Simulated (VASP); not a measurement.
# B4W8C (a cell with a defect) in VASP: single point with LDA

Aim: the single point of B4W8C (a cell with a defect) with LDA.

Program: VASP 6.6.1. These are calculated values, not measurements. Logs are shortened: lines on timing, memory, paths and dates and some standing lists are left out, and cuts for length are marked.

## Step 1: The cell of the first run

The cell holds a defect, 13 atoms: a = 5.567 Å, b = 5.567 Å, c = 4.766 Å, α = 90.00°, β = 90.00°, γ = 90.00°.

## Step 2: Single point, LDA

INCAR reads:

```
PREC = Accurate
ENCUT = 520
EDIFF = 1E-6
ISMEAR = -1
SIGMA = 0.15
LREAL = False
LASPH = True
NELM = 60
ALGO = Normal
ISIF = 2
LWAVE = False
LCHARG = False
GGA = CA
NBANDS = 76
```

KPOINTS reads:

```
regular mesh
0
Gamma
  2 2 2
```

POSCAR reads:

```
B4W8C
1.0
    5.5671680000      0.0000000000      0.0000000000
    0.0000000000      5.5671680000      0.0000000000
    0.0000000000      0.0000000000      4.7658790000
B W C
4 8 1
Direct
   -0.0227884490     -0.0043794821      0.2281548024
   -0.0094643209     -0.0239991740      0.8039636874
    0.5063464152      0.5012492046      0.7676578569
    0.5253045505      0.4724529604      0.1690930762
    0.3350975234      0.2199399888      0.4335547812
    0.8246558641      0.3258020143      0.4707701895
    0.1647853480      0.3127211045     -0.0451338170
    0.6580184324      0.1468649019     -0.0401278335
    0.8388140093      0.6506015363      0.0155958771
    0.3287261628      0.7920992103      0.0691277583
    0.6622597933      0.8302777053      0.5141928095
    0.1567414761      0.6877429447      0.5424521840
    0.3117726949      1.0006017851      0.7468499279
```

Potentials or basis: VASP PAW LDA potentials, release 64 (B, W_sv, C).

The run is started by

```
$ cat potpaw_LDA.64/B/POTCAR potpaw_LDA.64/W_sv/POTCAR potpaw_LDA.64/C/POTCAR > POTCAR
$ mpirun -np 1 vasp_std > vasp.out
```

OUTCAR:

```text
PREC = Accurate
   ENCUT = 520
   EDIFF = 1E-6
   ISMEAR = -1
   LREAL = False
   LASPH = True
   NELM = 60
   ISIF = 2
   GGA = CA

 ion  position               nearest neighbor table
   1  0.977  0.996  0.228-   2 2.03   9 2.30   6 2.33   8 2.35  10 2.38  11 2.40   7 2.43  12 2.49
                             5 2.55
   2  0.991  0.976  0.804-  13 1.81   1 2.03   8 2.21   7 2.23  12 2.23   9 2.24  11 2.43  10 2.49
                             6 2.68
   3  0.506  0.501  0.768-   4 1.92   8 2.33   7 2.35   9 2.35  11 2.36  10 2.38   5 2.43  12 2.45
                             6 2.47
   4  0.525  0.472  0.169-   3 1.92   9 2.14  10 2.14   5 2.16   8 2.20   6 2.35   7 2.42  11 2.69

   5  0.335  0.220  0.434-  13 1.93   4 2.16   3 2.43   7 2.52   1 2.55   7 2.71   6 2.79  12 2.84
                            11 2.86   6 2.91   8 2.91  10 2.95   8 3.11  12 3.17
   6  0.825  0.326  0.471-   1 2.33   4 2.35   3 2.47   2 2.68   8 2.70  12 2.76   8 2.79   5 2.79
                             9 2.83   5 2.91  11 2.91  11 2.96   7 2.99   7 3.10   9 3.17
   7  0.165  0.313  0.955-  13 2.16   2 2.23   3 2.35   4 2.42   1 2.43   5 2.52   9 2.63   5 2.71
                            12 2.87  10 2.87   8 2.90   8 2.97   6 2.99  10 3.09   6 3.10
   8  0.658  0.147  0.960-   4 2.20   2 2.21  13 2.33   3 2.33   1 2.35   6 2.70  10 2.74  11 2.76
                             6 2.79   7 2.90   5 2.91   9 2.95   7 2.97   9 2.99   5 3.11  11 3.18
   9  0.839  0.651  0.016-   4 2.14   2 2.24   1 2.30   3 2.35   7 2.63  11 2.76  11 2.77   6 2.83
                            10 2.85  12 2.87   8 2.95  10 2.96   8 2.99  12 3.08   6 3.17
  10  0.329  0.792  0.069-  13 1.93   4 2.14   3 2.38   1 2.38   2 2.49  12 2.52   8 2.74  12 2.75
                            11 2.83   9 2.85   7 2.87   5 2.95   9 2.96   7 3.09  11 3.24
  11  0.662  0.830  0.514-   3 2.36   1 2.40   2 2.43  13 2.44   4 2.69   9 2.76   8 2.76   9 2.77
                            10 2.83   5 2.86  12 2.87   6 2.91  12 2.93   6 2.96   8 3.18  10 3.24
  12  0.157  0.688  0.542-  13 2.17   2 2.23   3 2.45   1 2.49  10 2.52  10 2.75   6 2.76   5 2.84
                             7 2.87  11 2.87   9 2.87  11 2.93   9 3.08   5 3.17
  13  0.312  0.001  0.747-   2 1.81  10 1.93   5 1.93   7 2.16  12 2.17   8 2.33  11 2.44

  LATTYP: Found a simple tetragonal cell.
 ALAT       =     5.5671680000
 C/A-ratio  =     0.8560688307

  Lattice vectors:

 A1 = (   5.5671680000,   0.0000000000,   0.0000000000)
 A2 = (   0.0000000000,   5.5671680000,   0.0000000000)
 A3 = (   0.0000000000,   0.0000000000,   4.7658790000)

Analysis of symmetry for initial positions (statically):
=====================================================================
 Subroutine PRICEL returns:
 Original cell was already a primitive cell.

 Routine SETGRP: Setting up the symmetry group for a
 simple tetragonal supercell.

 Subroutine GETGRP returns: Found  1 space group operations
[... 142 lines left out ...]
     AMIX_MAG =   1.60;   BMIX_MAG =  1.00
  volume/ion in A,a.u.               =      11.36        76.68
  Fermi-wavevector in a.u.,A,eV,Ry     =   1.560777  2.949441 33.144142  2.436026
  Thomas-Fermi vector in A             =   2.663940
   LORBIT       =      0    0 simple, 1 ext, 2 COOP (PROOUT), +10 PAW based schemes
   GGA     = CA    functional components
   LHFCALC =     F    Hartree Fock is set to
   AEXX    =    0.0000 exact exchange contribution
   IVDW    =     0    specifies the selected vdW correction
   LEPSILON=     F    determine dielectric tensor
   LRPA    =     F    only Hartree local field effects (RPA)
 non-spin polarized calculation
  energy-cutoff  :      520.00
  volume of cell :      147.71
 maximum number of plane-waves:      4013
 NGX is ok and might be reduce to    42
   NGX = 21   NGY = 21   NGZ = 17

 number of electron     127.9999999 magnetization

 Free energy of the ion-electron system (eV)
  ---------------------------------------------------
  ext. energy  EPLUGINS =         0.00000000
  ---------------------------------------------------
  free energy    TOTEN  =      -152.90452659 eV

  energy without entropy =     -152.46642981  energy(sigma->0) =     -152.68547820

 E-fermi :  11.7920     XC(G=0): -13.9760

 val. band max:       11.7645512486   @ k =   0.5000   0.5000   0.0000
 cond. band min:      11.8457165019   @ k =   0.5000   0.0000   0.5000
 fundamental gap:      0.0811652532
 Fermi energy:        11.7920180989

 k-point     1 :       0.0000    0.0000    0.0000
  band No.  band energies     occupation
      1     -61.9325      2.00000
      2     -61.8810      2.00000
      3     -61.8130      2.00000
      4     -61.7586      2.00000
      5     -61.7211      2.00000
      6     -61.6346      2.00000
[... 621 lines left out ...]
     75      15.0446      0.00000
     76      15.3815      0.00000

------------------------ aborting loop because EDIFF is reached ----------------------------------------

  FORCE on cell =-STRESS in cart. coord.  units (eV):
  Direction    XX          YY          ZZ          XY          YZ          ZX
  --------------------------------------------------------------------------------------
  -------------------------------------------------------------------------------------
  Total       -0.3730985     13.4576289     18.6170769     -0.5934163     -8.7910240     -6.3848806
  in kB       -4.0468997    145.9712965    201.9344466     -6.4366279    -95.3538830    -69.2550900
  external PRESSURE =     114.6196145 kB  Pullay stress =       0.0000000 kB

 VOLUME and BASIS-vectors are now :
 -----------------------------------------------------------------------------
  energy-cutoff  :      520.00
  volume of cell :      147.71
      direct lattice vectors                 reciprocal lattice vectors
     5.567168000  0.000000000  0.000000000     0.179624542  0.000000000  0.000000000
     0.000000000  5.567168000  0.000000000     0.000000000  0.179624542  0.000000000
     0.000000000  0.000000000  4.765879000     0.000000000  0.000000000  0.209824882

 POSITION                                       TOTAL-FORCE (eV/Angst)
 -----------------------------------------------------------------------------------
      5.44030      5.54279      1.08736         0.009521      0.009243      0.029876
      5.51448      5.43356      3.83159         0.018395      0.007754     -0.008593
      2.81892      2.79054      3.65856        -0.002183      0.004290     -0.003762
      2.92446      2.63023      0.80588         0.002638     -0.025249      0.010636
      1.86554      1.22444      2.06627         0.039541      0.037766     -0.000317
      4.59100      1.81379      2.24363         0.025846      0.046901     -0.007688
      0.91739      1.74097      4.55078        -0.019980      0.031724     -0.009022
      3.66330      0.81762      4.57463         0.023198     -0.012685      0.005643
      4.66982      3.62201      0.07433        -0.061539      0.043357     -0.033929
      1.83007      4.40975      0.32945         0.036493     -0.055223      0.059690
      3.68691      4.62230      2.45058         0.005386     -0.015159      0.003668
      0.87261      3.82878      2.58526        -0.004577     -0.060097     -0.014730
      1.73569      0.00335      3.55940        -0.072739     -0.012624     -0.031472
 -----------------------------------------------------------------------------------
    total drift:                                0.000523      0.000808      0.000078

  FREE ENERGIE OF THE ION-ELECTRON SYSTEM (eV)
  ---------------------------------------------------
  free  energy   TOTEN  =      -152.9045265895 eV

  energy  without entropy=     -152.4664298132  energy(sigma->0) =     -152.68547820
```

stdout:

```text
POSCAR found type information on POSCAR B W C
 POSCAR found :  3 types and      13 ions
 scaLAPACK will be used
 LDA part: xc-table for (Slater(with rela. corr.)+CA(PZ))
 , standard interpolation
 POSCAR, INCAR and KPOINTS ok, starting setup
 FFT: planning ... GRIDC
 FFT: planning ... GRID_SOFT
 FFT: planning ... GRID
 WAVECAR not read
 entering main loop
```

Run time: 89 s. Hardware: 1 thread of Intel Xeon Platinum 8375C at 2.90GHz (Ice Lake), shared host; peak memory 0.23 GiB.

What came out:

```yaml
Free_energy: -152.9045 eV
Pressure: 11.5 GPa
Largest_force: 0.089 eV/Å
Band_gap_on_the_k_mesh: zero (band 64 reaches 12.18 eV, above the bottom of band 65 at 11.59 eV)
```

Forces in eV/Å, atoms in the order of the input:
```
B    0.010  0.009  0.030
B    0.018  0.008 -0.009
B   -0.002  0.004 -0.004
B    0.003 -0.025  0.011
W    0.040  0.038  0.000
W    0.026  0.047 -0.008
W   -0.020  0.032 -0.009
W    0.023 -0.013  0.006
W   -0.062  0.043 -0.034
W    0.036 -0.055  0.060
W    0.005 -0.015  0.004
W   -0.005 -0.060 -0.015
C   -0.073 -0.013 -0.031
```

Caveat: the k points lie up to 0.66 Å⁻¹ apart; spin-orbit coupling is left out, which moves the levels of the heavy elements.
